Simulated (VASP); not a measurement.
# W (P6_3/mmc) in VASP: notebook

The runs below take W through single point, relaxation of cell and atoms, with PBE, r2SCAN.

Program: VASP 6.6.1. These are calculated values, not measurements. Logs are shortened: lines on timing, memory, paths and dates and some standing lists are left out, and cuts for length are marked.

## Step 1: The cell of the first run

The structure is hexagonal, space group P6_3/mmc (No. 194). Conventional cell: a = 2.770 Å, b = 2.770 Å, c = 4.955 Å, α = 90.00°, β = 90.00°, γ = 120.00°. W (site symmetry -6m2) has 12 W at 2.77 to 2.95 Å within 3.7 Å.

This isn't the form of W at room conditions, which is bcc.

## Step 2: Single point, PBE

INCAR reads:

```
SYSTEM = W
PREC     = Accurate       ! precision mode
ENCUT    = 520            ! plane-wave cutoff, eV
EDIFF    = 1E-7           ! SCF threshold, eV
ISMEAR   = 0              ! smearing method
SIGMA    = 0.05           ! smearing width, eV
LREAL    = .False.        ! projectors in reciprocal space
LASPH    = .True.         ! aspherical terms in the spheres
NELM     = 80             ! most SCF steps
ALGO     = Normal         ! electronic algorithm
ISIF     = 2              ! what is computed and relaxed
LWAVE    = .False.        ! write WAVECAR
LCHARG   = .False.        ! write CHGCAR
GGA      = PE             ! functional
NBANDS   = 21             ! bands
```

KPOINTS reads:

```
Automatic mesh
0
Gamma
  8 8 4
  0 0 0
```

POSCAR reads:

```
W
1.0
    2.7698161285      0.0000000000      0.0000000000
   -1.3849080642      2.3987311311      0.0000000000
    0.0000000000      0.0000000000      4.9550841044
W
2
Direct
    0.3333333333      0.6666666667      0.7500000000
    0.6666666667      0.3333333333      0.2500000000
```

Potentials or basis: VASP PAW PBE potentials, release 64 (W_sv).

The run is started by

```
cat potpaw_PBE.64/W_sv/POTCAR > POTCAR
mpirun -np 1 vasp_std > vasp.out
```

OUTCAR:

```text
SYSTEM = W
   PREC = Accurate
   ENCUT = 520
   EDIFF = 1E-7
   ISMEAR = 0
   LREAL = .False.
   LASPH = .True.
   NELM = 80
   ISIF = 2
   GGA = PE

 ion  position               nearest neighbor table
   1  0.333  0.667  0.750-   2 2.95   2 2.95   2 2.95   2 2.95   2 2.95   2 2.95
   2  0.667  0.333  0.250-   1 2.95   1 2.95   1 2.95   1 2.95   1 2.95   1 2.95

  LATTYP: Found a hexagonal cell.
 ALAT       =     2.7698161285
 C/A-ratio  =     1.7889577772

  Lattice vectors:

 A1 = (   2.7698161285,   0.0000000000,   0.0000000000)
 A2 = (  -1.3849080642,   2.3987311311,   0.0000000000)
 A3 = (   0.0000000000,   0.0000000000,   4.9550841044)

Analysis of symmetry for initial positions (statically):
=====================================================================
 Subroutine PRICEL returns:
 Original cell was already a primitive cell.

 Routine SETGRP: Setting up the symmetry group for a
 hexagonal supercell.

 Subroutine GETGRP returns: Found 24 space group operations
 (whereof 12 operations were pure point group operations)
 out of a pool of 24 trial point group operations.

The static configuration has the point symmetry D_3d.
 The point group associated with its full space group is D_6h.

Analysis of symmetry for dynamics (positions and initial velocities):
=====================================================================
 Subroutine PRICEL returns:
 Original cell was already a primitive cell.

 Routine SETGRP: Setting up the symmetry group for a
 hexagonal supercell.

 Subroutine GETGRP returns: Found 24 space group operations
 (whereof 12 operations were pure point group operations)
 out of a pool of 24 trial point group operations.

The dynamic configuration has the point symmetry D_3d.
 The point group associated with its full space group is D_6h.

 Subroutine INISYM returns: Found 24 space group operations
 (whereof 12 operations are pure point group operations),
 and found     1 'primitive' translations

----------------------------------------------------------------------------------------

                                     Primitive cell

  volume of cell :      32.9218

  direct lattice vectors                    reciprocal lattice vectors
     2.769816129  0.000000000  0.000000000     0.361034796  0.208443536  0.000000000
    -1.384908064  2.398731131  0.000000000     0.000000000  0.416887073  0.000000000
     0.000000000  0.000000000  4.955084104     0.000000000  0.000000000  0.201812922

  length of vectors
     2.769816129  2.769816128  4.955084104     0.416887073  0.416887073  0.201812922

  position of ions in fractional coordinates (direct lattice)
     0.333333333  0.666666667  0.750000000
     0.666666667  0.333333333  0.250000000

  ion indices of the primitive-cell ions
   primitive index   ion index
                 1           1
                 2           2

----------------------------------------------------------------------------------------

 KPOINTS: Automatic mesh

Automatic generation of k-mesh.
 Grid dimensions read from file:
 generate k-points for:    8    8    4

 Generating k-lattice:

  Cartesian coordinates                     Fractional coordinates (reciprocal lattice)
     0.045129349  0.026055442  0.000000000     0.125000000 -0.000000000  0.000000000
     0.000000000  0.052110884  0.000000000     0.000000000  0.125000000  0.000000000
     0.000000000  0.000000000  0.050453230     0.000000000  0.000000000  0.250000000

  Length of vectors
     0.052110884  0.052110884  0.050453230

  Shift w.r.t. Gamma in fractional coordinates (k-lattice)
     0.000000000  0.000000000  0.000000000

 Subroutine IBZKPT returns following result:
 ===========================================

 Found     30 irreducible k-points:

 Following reciprocal coordinates:
            Coordinates               Weight
  0.000000  0.000000  0.000000      1.000000
  0.125000 -0.000000  0.000000      6.000000
  0.250000 -0.000000  0.000000      6.000000
  0.375000 -0.000000  0.000000      6.000000
  0.500000 -0.000000  0.000000      3.000000
  0.125000  0.125000  0.000000      6.000000
[... 16 lines left out ...]
  0.250000 -0.000000  0.500000      6.000000
  0.375000 -0.000000  0.500000      6.000000
 [... further k-points ...]
   k-points           NKPTS =     30   k-points in BZ     NKDIM =     30   number of bands    NBANDS=     21
   number of dos      NEDOS =    301   number of ions     NIONS =      2
   total plane-waves  NPLWV =  23040
   dimension x,y,z NGX =    24 NGY =   24 NGZ =   40
   dimension x,y,z NGXF=    48 NGYF=   48 NGZF=   80
   ions per type =               2
   NGX,Y,Z   is equivalent  to a cutoff of  14.40, 14.40, 13.42 a.u.
   NGXF,Y,Z  is equivalent  to a cutoff of  28.81, 28.81, 26.84 a.u.
 SYSTEM =  W
   PREC   = accura    normal or accurate (medium, high low for compatibility)
   ISTART =      0    job   : 0-new  1-cont  2-samecut
   ICHARG =      2    charge: 1-file 2-atom 10-const
   ISPIN  =      1    spin polarized calculation?
   LNONCOLLINEAR =      F non collinear calculations
   LSORBIT =      F    spin-orbit coupling
   LASPH  =      T    aspherical Exc in radial PAW
   ENCUT  =  520.0 eV  38.22 Ry    6.18 a.u.   5.15  5.15  9.21*2*pi/ulx,y,z
   NELM   =     80;   NELMIN=  2; NELMDL= -5     # of ELM steps
   EDIFF  = 0.1E-06   stopping-criterion for ELM
   LREAL  =      F    real-space projection
   EDIFFG = 0.1E-05   stopping-criterion for IOM
   NSW    =      0    number of steps for IOM
   IBRION =     -1    ionic relax: 0-MD 1-quasi-New 2-CG
   NFREE  =      0    steps in history (QN), initial steepest desc. (CG)
   ISIF   =      2    stress and relaxation
   ISYM   =      2    0-nonsym 1-usesym 2-fastsym
   POTIM  = 0.5000    time-step for ionic-motion
   TEBEG  =    0.0;   TEEND  =   0.0 temperature during run
   PSTRESS=    0.0 pullay stress
   NELECT =      28.0000    total number of electrons
   NUPDOWN=      -1.0000    fix difference up-down
   EMIN   =  10.00;   EMAX   =-10.00  energy-range for DOS
   EFERMI =   0.00;   METHOD = LEGACY
   ISMEAR =     0;   SIGMA  =   0.05  broadening in eV -4-tet -1-fermi 0-gaus
   EFERMI_NEDOS =   21; number of points for ismear=-14 and -15
   IALGO  =     38    algorithm
   IMIX   =      4    mixing-type and parameters
     AMIX     =   0.40;   BMIX     =  1.00
     AMIX_MAG =   1.60;   BMIX_MAG =  1.00
  volume/ion in A,a.u.               =      16.46       111.08
  Fermi-wavevector in a.u.,A,eV,Ry     =   1.551076  2.931108 32.733384  2.405836
  Thomas-Fermi vector in A             =   2.655647
   LORBIT       =      0    0 simple, 1 ext, 2 COOP (PROOUT), +10 PAW based schemes
   GGA     = PE    functional components
   LHFCALC =     F    Hartree Fock is set to
   AEXX    =    0.0000 exact exchange contribution
   IVDW    =     0    specifies the selected vdW correction
   LEPSILON=     F    determine dielectric tensor
   LRPA    =     F    only Hartree local field effects (RPA)
 non-spin polarized calculation
 Gauss-broadening in eV      SIGMA  =   0.05
  energy-cutoff  :      520.00
  volume of cell :       32.92
 maximum number of plane-waves:       902
 NGX is ok and might be reduce to    24
   NGX = 11   NGY = 11   NGZ = 19

 number of electron      28.0000001 magnetization

 Free energy of the ion-electron system (eV)
  ---------------------------------------------------
  ext. energy  EPLUGINS =         0.00000000
  ---------------------------------------------------
  free energy    TOTEN  =       -24.90637149 eV

  energy without entropy =      -24.90281079  energy(sigma->0) =      -24.90459114

 E-fermi :  10.6653     XC(G=0): -13.4049

 val. band max:       10.6436505776   @ k =   0.1250  -0.0000   0.2500
 cond. band min:      10.6663370904   @ k =   0.3750  -0.0000   0.0000
 fundamental gap:      0.0226865127
 Fermi energy:        10.6652612549

 k-point     1 :       0.0000    0.0000    0.0000
  band No.  band energies     occupation
      1     -63.2019      2.00000
      2     -63.1329      2.00000
      3     -27.9169      2.00000
      4     -27.0209      2.00000
      5     -26.8167      2.00000
      6     -26.8167      2.00000
[... 13 lines left out ...]
     20      14.8424      0.00000
     21      19.2763      0.00000

 k-point     2 :       0.1250   -0.0000    0.0000
  band No.  band energies     occupation
      1     -63.1847      2.00000
      2     -63.1203      2.00000
      3     -27.8627      2.00000
      4     -27.0269      2.00000
      5     -26.9934      2.00000
      6     -26.9055      2.00000
[... 13 lines left out ...]
     20      16.2117      0.00000
     21      19.1432      0.00000

 k-point     3 :       0.2500   -0.0000    0.0000
  band No.  band energies     occupation
      1     -63.1420      2.00000
      2     -63.0906      2.00000
      3     -27.7198      2.00000
      4     -27.4109      2.00000
      5     -27.3159      2.00000
      6     -27.0528      2.00000
[... 13 lines left out ...]
     20      18.5113      0.00000
     21      18.6040      0.00000

 k-point     4 :       0.3750   -0.0000    0.0000
  band No.  band energies     occupation
      1     -63.0967      2.00000
      2     -63.0630      2.00000
      3     -27.8143      2.00000
      4     -27.7013      2.00000
      5     -27.5442      2.00000
      6     -27.1100      2.00000
[... 13 lines left out ...]
     20      18.3909      0.00000
     21      20.4374      0.00000

 k-point     5 :       0.5000   -0.0000    0.0000
  band No.  band energies     occupation
      1     -63.0759      2.00000
      2     -63.0534      2.00000
      3     -27.9769      2.00000
      4     -27.8550      2.00000
      5     -27.4452      2.00000
      6     -27.1596      2.00000
[... 13 lines left out ...]
     20      17.5819      0.00000
     21      21.1103      0.00000
[... 382 lines left out ...]
     20      14.0749      0.00000
     21      23.2084      0.00000

 k-point    22 :       0.1250   -0.0000    0.5000
  band No.  band energies     occupation
      1     -63.1526      2.00000
      2     -63.1526      2.00000
      3     -27.4715      2.00000
      4     -27.4715      2.00000
      5     -26.9331      2.00000
      6     -26.9331      2.00000
[... 13 lines left out ...]
     20      13.9922      0.00000
     21      23.8580      0.00000

 k-point    23 :       0.2500   -0.0000    0.5000
  band No.  band energies     occupation
      1     -63.1163      2.00000
      2     -63.1163      2.00000
      3     -27.5395      2.00000
      4     -27.5395      2.00000
      5     -27.2136      2.00000
      6     -27.2136      2.00000
[... 13 lines left out ...]
     20      13.9952      0.00000
     21      23.5973      0.00000

 k-point    24 :       0.3750   -0.0000    0.5000
  band No.  band energies     occupation
      1     -63.0799      2.00000
      2     -63.0799      2.00000
      3     -27.8370      2.00000
      4     -27.8370      2.00000
      5     -27.2450      2.00000
      6     -27.2450      2.00000
[... 13 lines left out ...]
     20      15.2542      0.00000
     21      22.3751      0.00000

 [... further k-points ...]

------------------------ aborting loop because EDIFF is reached ----------------------------------------

  FORCE on cell =-STRESS in cart. coord.  units (eV):
  Direction    XX          YY          ZZ          XY          YZ          ZX
  --------------------------------------------------------------------------------------
  -------------------------------------------------------------------------------------
  Total        0.1151847      0.1151847      0.1080300      0.0000000     -0.0000000      0.0000000
  in kB        5.6055980      5.6055980      5.2574048      0.0000000     -0.0000000      0.0000000
  external PRESSURE =       5.4895336 kB  Pullay stress =       0.0000000 kB

 VOLUME and BASIS-vectors are now :
 -----------------------------------------------------------------------------
  energy-cutoff  :      520.00
  volume of cell :       32.92
      direct lattice vectors                 reciprocal lattice vectors
     2.769816129  0.000000000  0.000000000     0.361034796  0.208443536  0.000000000
    -1.384908064  2.398731131  0.000000000     0.000000000  0.416887073  0.000000000
     0.000000000  0.000000000  4.955084104     0.000000000  0.000000000  0.201812922

 POSITION                                       TOTAL-FORCE (eV/Angst)
 -----------------------------------------------------------------------------------
     -0.00000      1.59915      3.71631         0.000000      0.000000      0.000000
      1.38491      0.79958      1.23877        -0.000000     -0.000000      0.000000
 -----------------------------------------------------------------------------------
    total drift:                               -0.000000      0.000000     -0.000000

  FREE ENERGIE OF THE ION-ELECTRON SYSTEM (eV)
  ---------------------------------------------------
  free  energy   TOTEN  =       -24.9063714879 eV

  energy  without entropy=      -24.9028107895  energy(sigma->0) =      -24.90459114
```

It took 23 s on 1 thread of Intel Xeon 8259CL, shared host; peak memory 0.16 GiB.

What came out:

```yaml
Free_energy: -24.9064 eV
Pressure: 0.5 GPa
Band_gap_on_the_k_mesh: zero (bands 14 and 15 overlap by 1.66 eV)
```

Caveat: spin-orbit coupling is left out, which moves the levels of the heavy elements.

[end of part 1 of 3]
